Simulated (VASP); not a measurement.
# WC (P1) in VASP: single point with PBEsol

Aim: the single point of WC with PBEsol.

All numbers are computed with VASP 6.6.1; they aren't measurements. Logs are shortened: lines on timing, memory, paths and dates and some standing lists are left out, and cuts for length are marked.

### Step 1. The cell of the first run

The typed cell holds 16 atoms: a = 5.772 Å, b = 4.999 Å, c = 5.648 Å, α = 90.00°, β = 90.00°, γ = 90.00°.

### Step 2. Single point, PBEsol

INCAR

```
SYSTEM = WC
PREC = Accurate
ENCUT = 520
EDIFF = 1E-6
ISMEAR = -1
SIGMA = 0.17
LREAL = Auto
LASPH = .True.
NELM = 100
ALGO = Normal
ISIF = 2
LWAVE = .False.
LCHARG = .True.
GGA = PS
LELF = .True.
LVHAR = .True.
NBANDS = 86
```

KPOINTS

```
regular mesh
0
Gamma
  3 3 3
  0 0 0
```

POSCAR

```
WC
1.0
   -2.8860900000     -4.9988550000      0.0000000000
    4.3291350000     -2.4994270000      0.0000000000
    0.0000000000      0.0000000000      5.6483400000
W C
8 8
Direct
    0.7514534951      0.4759062532      0.0264148405
    0.7298708326      0.4997471576      0.5166827776
    0.5156424727     -0.0234941659      0.0310710757
    0.5051787129     -0.0137692099      0.5075296459
    0.2395162939      0.4997916629      0.0288934448
    0.2504709590      0.4764419982      0.5236405740
   -0.0037426948     -0.0319236415      0.0107111116
    0.0155262803      0.0081564198      0.5347942935
    0.4951950870      0.6638687841      0.2625019032
    0.4934202526      0.6287295861      0.7825130923
    0.2803045764      0.1473930092      0.2777453199
    0.2704780578      0.1506822998      0.7826370226
   -0.0080405394      0.6368233561      0.2756562105
   -0.0095622064      0.6502690749      0.7660834865
    0.7434420694      0.1466899790      0.2887751091
    0.7608896460      0.1364004584      0.7897364535
```

Potentials or basis: VASP PAW PBE potentials, release 64 (W_sv, C).

The run is started by

```bash
$ cat potpaw_PBE.64/W_sv/POTCAR potpaw_PBE.64/C/POTCAR > POTCAR
$ mpirun -np 1 vasp_std > vasp.out
```

OUTCAR:

```text
SYSTEM = WC
   PREC = Accurate
   ENCUT = 520
   EDIFF = 1E-6
   ISMEAR = -1
   LREAL = Auto
   LASPH = .True.
   NELM = 100
   ISIF = 2
   GGA = PS

 ion  position               nearest neighbor table
   1  0.751  0.476  0.026-  13 2.13  16 2.16  10 2.17  14 2.20   9 2.20  15 2.22   2 2.77   5 2.82
                             7 2.84   3 2.84   3 2.85   2 2.88   7 2.91   5 2.96
   2  0.730  0.500  0.517-  10 2.13   9 2.14  13 2.15  15 2.19  14 2.19  16 2.39   4 2.76   6 2.77
                             1 2.77   4 2.88   1 2.88   8 2.96   6 3.01   8 3.03
   3  0.516  0.977  0.031-   9 2.04  16 2.12  11 2.13  15 2.14  12 2.17  10 2.24   4 2.69   7 2.78
                             1 2.84   1 2.85   5 2.87   4 2.96   7 3.00   5 3.06
   4  0.505  0.986  0.508-  11 2.00  15 2.02   9 2.12  12 2.22  16 2.30  10 2.37   3 2.69   2 2.76
                             8 2.83   6 2.86   2 2.88   6 2.94   8 2.95   3 2.96
   5  0.240  0.500  0.029-  13 2.11  10 2.12   9 2.14  14 2.20  12 2.24  11 2.27   7 2.73   6 2.80
                             1 2.82   6 2.86   3 2.87   1 2.96   7 3.01   3 3.06
   6  0.250  0.476  0.524-  11 2.16  10 2.16  12 2.19  13 2.20  14 2.21   9 2.25   8 2.71   2 2.77
                             5 2.80   5 2.86   4 2.86   4 2.94   8 2.98   2 3.01
   7  0.996  0.968  0.011-  16 2.03  14 2.11  13 2.23  12 2.24  15 2.32  11 2.40   8 2.70   5 2.73
                             3 2.78   1 2.84   1 2.91   8 2.97   3 3.00   5 3.01
   8  0.016  0.008  0.535-  12 2.15  16 2.16  15 2.21  14 2.22  11 2.22  13 2.37   7 2.70   6 2.71
                             4 2.83   4 2.95   2 2.96   7 2.97   6 2.98   2 3.03
   9  0.495  0.664  0.263-   3 2.04   4 2.12   2 2.14   5 2.14   1 2.20   6 2.25
  10  0.493  0.629  0.783-   5 2.12   2 2.13   6 2.16   1 2.17   3 2.24   4 2.37
  11  0.280  0.147  0.278-   4 2.00   3 2.13   6 2.16   8 2.22   5 2.27   7 2.40
  12  0.270  0.151  0.783-   8 2.15   3 2.17   6 2.19   4 2.22   7 2.24   5 2.24
  13  0.992  0.637  0.276-   5 2.11   1 2.13   2 2.15   6 2.20   7 2.23   8 2.37
  14  0.990  0.650  0.766-   7 2.11   2 2.19   1 2.20   5 2.20   6 2.21   8 2.22
  15  0.743  0.147  0.289-   4 2.02   3 2.14   2 2.19   8 2.21   1 2.22   7 2.32
  16  0.761  0.136  0.790-   7 2.03   3 2.12   8 2.16   1 2.16   4 2.30   2 2.39

  LATTYP: Found a simple orthorhombic cell.
 ALAT       =     4.9988543864
 B/A-ratio  =     1.1299268919
 C/A-ratio  =     1.1547006521

  Lattice vectors:

 A1 = (   4.3291350000,  -2.4994270000,   0.0000000000)
 A2 = (   0.0000000000,   0.0000000000,   5.6483400000)
 A3 = (  -2.8860900000,  -4.9988550000,   0.0000000000)

Analysis of symmetry for initial positions (statically):
=====================================================================
 Subroutine PRICEL returns:
 Original cell was already a primitive cell.

 Routine SETGRP: Setting up the symmetry group for a
 simple orthorhombic supercell.

 Subroutine GETGRP returns: Found  1 space group operations
 (whereof  1 operations were pure point group operations)
 out of a pool of  8 trial point group operations.

The static configuration has the point symmetry C_1 .

Analysis of symmetry for dynamics (positions and initial velocities):
=====================================================================
 Subroutine PRICEL returns:
 Original cell was already a primitive cell.

 Routine SETGRP: Setting up the symmetry group for a
 simple orthorhombic supercell.

 Subroutine GETGRP returns: Found  1 space group operations
 (whereof  1 operations were pure point group operations)
 out of a pool of  8 trial point group operations.

The dynamic configuration has the point symmetry C_1 .

 Subroutine INISYM returns: Found  1 space group operations
 (whereof  1 operations are pure point group operations),
 and found     1 'primitive' translations

----------------------------------------------------------------------------------------

                                     Primitive cell

  volume of cell :     162.9788

  direct lattice vectors                    reciprocal lattice vectors
    -2.886090000 -4.998855000  0.000000000    -0.086622372 -0.150034365  0.000000000
     4.329135000 -2.499427000  0.000000000     0.173244779 -0.100022910  0.000000000
     0.000000000  0.000000000  5.648340000     0.000000000  0.000000000  0.177043167

  length of vectors
     5.772180420  4.998854386  5.648340000     0.173244758  0.200045835  0.177043167

  position of ions in fractional coordinates (direct lattice)
     0.751453495  0.475906253  0.026414841
     0.729870833  0.499747158  0.516682778
[... 46 lines left out ...]
     0.057748260 -0.033340970  0.000000000     0.000000000  0.333333333  0.000000000
     0.000000000  0.000000000  0.059014389     0.000000000  0.000000000  0.333333333

  Length of vectors
     0.057748253  0.066681945  0.059014389

  Shift w.r.t. Gamma in fractional coordinates (k-lattice)
     0.000000000  0.000000000  0.000000000

 Subroutine IBZKPT returns following result:
 ===========================================

 Found     14 irreducible k-points:

 Following reciprocal coordinates:
            Coordinates               Weight
  0.000000  0.000000  0.000000      1.000000
  0.333333  0.000000  0.000000      2.000000
  0.000000  0.333333  0.000000      2.000000
  0.333333  0.333333  0.000000      2.000000
 -0.333333  0.333333  0.000000      2.000000
  0.000000  0.000000  0.333333      2.000000
  0.333333  0.000000  0.333333      2.000000
 -0.333333  0.000000  0.333333      2.000000
  0.000000  0.333333  0.333333      2.000000
  0.000000  0.333333 -0.333333      2.000000
  0.333333  0.333333  0.333333      2.000000
 -0.333333  0.333333 -0.333333      2.000000
 -0.333333 -0.333333  0.333333      2.000000
  0.333333 -0.333333 -0.333333      2.000000
   k-points           NKPTS =     14   k-points in BZ     NKDIM =     14   number of bands    NBANDS=     86
   number of dos      NEDOS =    301   number of ions     NIONS =     16
   total plane-waves  NPLWV =  80640
   dimension x,y,z NGX =    48 NGY =   40 NGZ =   42
   dimension x,y,z NGXF=    96 NGYF=   80 NGZF=   84
   ions per type =               8   8
   NGX,Y,Z   is equivalent  to a cutoff of  13.82, 13.30, 12.36 a.u.
   NGXF,Y,Z  is equivalent  to a cutoff of  27.65, 26.61, 24.72 a.u.
 SYSTEM =  WC
   PREC   = accura    normal or accurate (medium, high low for compatibility)
   ISTART =      0    job   : 0-new  1-cont  2-samecut
   ICHARG =      2    charge: 1-file 2-atom 10-const
   ISPIN  =      1    spin polarized calculation?
   LNONCOLLINEAR =      F non collinear calculations
   LSORBIT =      F    spin-orbit coupling
   LASPH  =      T    aspherical Exc in radial PAW
   ENCUT  =  520.0 eV  38.22 Ry    6.18 a.u.  10.73  9.29 10.50*2*pi/ulx,y,z
   NELM   =    100;   NELMIN=  2; NELMDL= -5     # of ELM steps
   EDIFF  = 0.1E-05   stopping-criterion for ELM
   LREAL  =      T    real-space projection
   EDIFFG = 0.1E-04   stopping-criterion for IOM
   NSW    =      0    number of steps for IOM
   IBRION =     -1    ionic relax: 0-MD 1-quasi-New 2-CG
   NFREE  =      0    steps in history (QN), initial steepest desc. (CG)
   ISIF   =      2    stress and relaxation
   ISYM   =      2    0-nonsym 1-usesym 2-fastsym
   POTIM  = 0.5000    time-step for ionic-motion
   TEBEG  =    0.0;   TEEND  =   0.0 temperature during run
   PSTRESS=    0.0 pullay stress
   NELECT =     144.0000    total number of electrons
   NUPDOWN=      -1.0000    fix difference up-down
   EMIN   =  10.00;   EMAX   =-10.00  energy-range for DOS
   EFERMI =   0.00;   METHOD = LEGACY
   ISMEAR =    -1;   SIGMA  =   0.17  broadening in eV -4-tet -1-fermi 0-gaus
   EFERMI_NEDOS =   21; number of points for ismear=-14 and -15
   IALGO  =     38    algorithm
   IMIX   =      4    mixing-type and parameters
     AMIX     =   0.40;   BMIX     =  1.00
     AMIX_MAG =   1.60;   BMIX_MAG =  1.00
  volume/ion in A,a.u.               =      10.19        68.74
  Fermi-wavevector in a.u.,A,eV,Ry     =   1.570912  2.968594 33.575985  2.467765
  Thomas-Fermi vector in A             =   2.672575
   LORBIT       =      0    0 simple, 1 ext, 2 COOP (PROOUT), +10 PAW based schemes
   GGA     = PS    functional components
   LHFCALC =     F    Hartree Fock is set to
   AEXX    =    0.0000 exact exchange contribution
   IVDW    =     0    specifies the selected vdW correction
   LEPSILON=     F    determine dielectric tensor
   LRPA    =     F    only Hartree local field effects (RPA)
 non-spin polarized calculation
  energy-cutoff  :      520.00
  volume of cell :      162.98
 maximum number of plane-waves:      4399
 NGX is ok and might be reduce to    48
   NGX = 21   NGY = 19   NGZ = 21

 number of electron     144.0000004 magnetization

 Free energy of the ion-electron system (eV)
  ---------------------------------------------------
  ext. energy  EPLUGINS =         0.00000000
  ---------------------------------------------------
  free energy    TOTEN  =      -188.67977159 eV

  energy without entropy =     -188.40084081  energy(sigma->0) =     -188.54030620

 E-fermi :  11.3739     XC(G=0): -14.0169

 val. band max:       11.2978207062   @ k =  -0.3333   0.0000   0.3333
 cond. band min:      11.3828497867   @ k =   0.3333   0.0000   0.3333
 fundamental gap:      0.0850290805
 Fermi energy:        11.3738719413

 k-point     1 :       0.0000    0.0000    0.0000
  band No.  band energies     occupation
      1     -62.7169      2.00000
      2     -62.6563      2.00000
      3     -62.6180      2.00000
      4     -62.6065      2.00000
      5     -62.5666      2.00000
      6     -62.5554      2.00000
[... 1207 lines left out ...]
     83      15.2595      0.00000
     84      15.4316      0.00000
 [bands above 84 left out]

------------------------ aborting loop because EDIFF is reached ----------------------------------------

  FORCE on cell =-STRESS in cart. coord.  units (eV):
  Direction    XX          YY          ZZ          XY          YZ          ZX
  --------------------------------------------------------------------------------------
  -------------------------------------------------------------------------------------
  Total       12.7504374     13.0804069     10.2031924      0.9025451      0.8526385     -1.3970963
  in kB      125.3442598    128.5880532    100.3033509      8.8725469      8.3819352    -13.7342744
  external PRESSURE =     118.0785546 kB  Pullay stress =       0.0000000 kB

 VOLUME and BASIS-vectors are now :
 -----------------------------------------------------------------------------
  energy-cutoff  :      520.00
  volume of cell :      162.98
      direct lattice vectors                 reciprocal lattice vectors
    -2.886090000 -4.998855000  0.000000000    -0.086622372 -0.150034365  0.000000000
     4.329135000 -2.499427000  0.000000000     0.173244779 -0.100022910  0.000000000
     0.000000000  0.000000000  5.648340000     0.000000000  0.000000000  0.177043167

 POSITION                                       TOTAL-FORCE (eV/Angst)
 -----------------------------------------------------------------------------------
     -0.10850     -4.94590      0.14920         0.480117      0.629912     -0.767439
      0.05700     -4.89760      2.91840        -3.463836     -1.546004      1.470269
      2.73924     -5.01833      0.17550         1.970114      1.176666     -3.016618
      2.81153     -4.99033      2.86670        -0.810854      0.121314      5.470278
      1.47240     -2.44650      0.16320        -3.645151      0.343650     -1.129749
      1.33970     -2.44290      2.95770         1.801210     -0.395045      0.139128
[... 8 lines left out ...]
     -1.51060     -4.08300      1.63110        -0.256861     -2.273784     -1.504305
     -1.60550     -4.14450      4.46070         1.742379      0.388027     -2.040830
 -----------------------------------------------------------------------------------
    total drift:                                0.017083      0.007471     -0.005995

  FREE ENERGIE OF THE ION-ELECTRON SYSTEM (eV)
  ---------------------------------------------------
  free  energy   TOTEN  =      -188.6797715866 eV

  energy  without entropy=     -188.4008408067  energy(sigma->0) =     -188.54030620
```

Run time: 9.3 min. Hardware: 1 thread of Intel Xeon Platinum 8375C at 2.90GHz (Ice Lake), shared host; peak memory 0.34 GiB.

What came out:

| Quantity | Value |
| --- | --- |
| Free energy | -188.6798 eV |
| Pressure | 11.8 GPa |
| Largest force | 5.531 eV/Å |
| Band gap on the k mesh | 0.02 eV |

Forces on the atoms (eV/Å):
```
W    0.480  0.630 -0.767
W   -3.464 -1.546  1.470
W    1.970  1.177 -3.017
W   -0.811  0.121  5.470
W   -3.645  0.344 -1.130
W    1.801 -0.395  0.139
W    0.660 -3.072  3.840
W   -2.040  3.263 -2.494
C   -1.640  0.879  1.300
C    1.257 -1.231 -0.493
C    2.645  2.313 -1.101
C    0.523  0.923 -0.201
C    1.273 -1.209  0.421
C   -0.495 -0.311  0.107
C   -0.257 -2.274 -1.504
C    1.742  0.388 -2.041
```

Caveat: the cell stands under pressure; the smearing spreads over this small gap; the atoms stand as in a frame of molecular dynamics; the PAW data sets were made with another functional, which shifts forces and pressure a little; spin-orbit coupling is left out, which moves the levels of the heavy elements.

The gap in the log of VASP goes by the Fermi energy; the results here count the filled bands.